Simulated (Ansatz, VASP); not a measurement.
**SiC in VASP and in Ansatz**

Contents of INCAR:

```
  PREC = Accurate
  ENCUT = 520
  EDIFF = 1E-6
  ISMEAR = 0
  SIGMA = 0.01
  LREAL = False
  LASPH = True
  NELM = 60
  ALGO = Normal
  ISIF = 2
  LWAVE = False
  LCHARG = False
  GGA = PS
  NBANDS = 16
```

KPOINTS

```
regular mesh
0
Gamma
  8 8 6
```

Contents of POSCAR:

```
SiC
1.0
    3.1372873959      0.0000000000      0.0000000000
   -1.5686436980      2.7169705838      0.0000000000
    0.0000000000      0.0000000000      5.0267861291
Si C
2 2
Direct
    0.3333333333      0.6666666667      0.0033337312
    0.6666666667      0.3333333333      0.5033337312
    0.3333333333      0.6666666667      0.3816662688
    0.6666666667      0.3333333333      0.8816662688
```

Input for Ansatz:

```yaml
crystal:
  lattice:
    - [3.13728739591, 0.0, 0.0]
    - [-1.56864369795, 2.71697058383, 0.0]
    - [0.0, 0.0, 5.02678612906]
  atoms:
    - { symbol: Si, position: [0.333333333333, 0.666666666667, 0.003333731215] }
    - { symbol: Si, position: [0.666666666667, 0.333333333333, 0.503333731215] }
    - { symbol: C, position: [0.333333333333, 0.666666666667, 0.381666268785] }
    - { symbol: C, position: [0.666666666667, 0.333333333333, 0.881666268785] }
kpoints:
  mp_grid: { grid: [8, 8, 6] }
scf:
  occupations: { method: fixed }
  convergence: { dr2_threshold: 1.0e-10 }
hamiltonian:
  xc: pbesol
  pseudopotentials: { kind: all_electron, lapw: { basis_error: 0.0005 } }
output:
  forces: true
  stress: true
  eigenstates:
    kpoints:
      - [0.0, 0.0, 0.0]
      - [-0.666666667, 0.333333333, 0.0]
      - [0.5, -0.5, 0.0]
      - [0.0, 0.5, 0.0]
      - [0.5, 0.0, 0.0]
      - [0.0, 0.0, -0.5]
      - [-0.5, 0.0, -0.5]
      - [-0.5, 0.5, -0.5]
      - [0.0, -0.5, -0.5]
  eigenvalues: true
```

Change from the starting cell: film at in-plane strain +0.02.

Alike in both runs: task single point; functional PBEsol; k mesh 8 × 8 × 6; no spin polarisation.

```csv
,VASP,Ansatz
version,VASP 6.6.1,Ansatz 0.2.0
potentials or method,"VASP PAW PBE potentials, release 64 (Si, C), cutoff 520 eV","all-electron LAPW, scalar-relativistic"
occupations,"gaussian, width 0.01 eV",fixed
```

Ansatz gave:

* gap on the k mesh at the Fermi level (eV): 2.37
* pressure (GPa): -7.4
* traceless stress, the component that is largest in VASP (GPa): 7.39

Question: Which values does VASP return?

Answer: gap on the k mesh at the Fermi level (eV): 2.37; pressure (GPa): -7.0; traceless stress, the component that is largest in VASP (GPa): 7.45.

VASP's potentials were made for PBE, not for PBEsol. Ansatz ran all-electron here, and VASP with PAW potentials.
